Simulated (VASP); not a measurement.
Write the native input for VASP 6.6.1 that does the following.

```
Task                   : single point
Functional             : PBE
Potentials or basis    : VASP PAW PBE potentials, release 64 (Nb_sv, P)
Cutoff                 : 520 eV
k mesh                 : 6 × 6 × 6
Occupations            : gaussian, width 0.1 eV
Spin                   : no spin polarisation
Dipole correction      : no
Further INCAR settings : ALGO = Normal; EDIFF = 1e-07; NBANDS = 22
```

The structure of NbP3 lies in POSCAR:

```
NbP3
1.0
   -1.8460725820      1.8460725820      4.3498214610
    1.8460725820     -1.8460725820      4.3498214610
    1.8460725820      1.8460725820     -4.3498214610
Nb P
1 3
Direct
    0.0000000000      0.0000000000      0.0000000000
    0.5000000000      0.5000000000      0.0000000000
    0.2500000000      0.7500000000      0.5000000000
    0.7500000000      0.2500000000      0.5000000000
```

One way to write it, as run:

INCAR

```
SYSTEM = NbP3
  ALGO = Normal
  EDIFF = 1E-7
  ENCUT = 520
  GGA = PE
  ISIF = 2
  ISMEAR = 0
  LASPH = .TRUE.
  LCHARG = .FALSE.
  LREAL = .FALSE.
  LWAVE = .FALSE.
  NBANDS = 22
  NELM = 60
  PREC = Accurate
  SIGMA = 0.1
```

KPOINTS

```
k-points
0
G
  6 6 6
  0 0 0
```

Potentials or basis: VASP PAW PBE potentials, release 64 (Nb_sv, P).

Run with:

```bash
$ cat potpaw_PBE.64/Nb_sv/POTCAR potpaw_PBE.64/P/POTCAR > POTCAR
$ mpirun -np 1 vasp_std > vasp.out
```

It gave:

```yaml
Pressure: -0.2 GPa
Band_gap_on_the_k_mesh: zero (bands 14 and 15 overlap by 1.79 eV)
```

It took 28 s on 1 thread of Intel(R) Xeon(R) 6975P-C (Granite Rapids), on a shared host, peak memory 0.24 GiB.
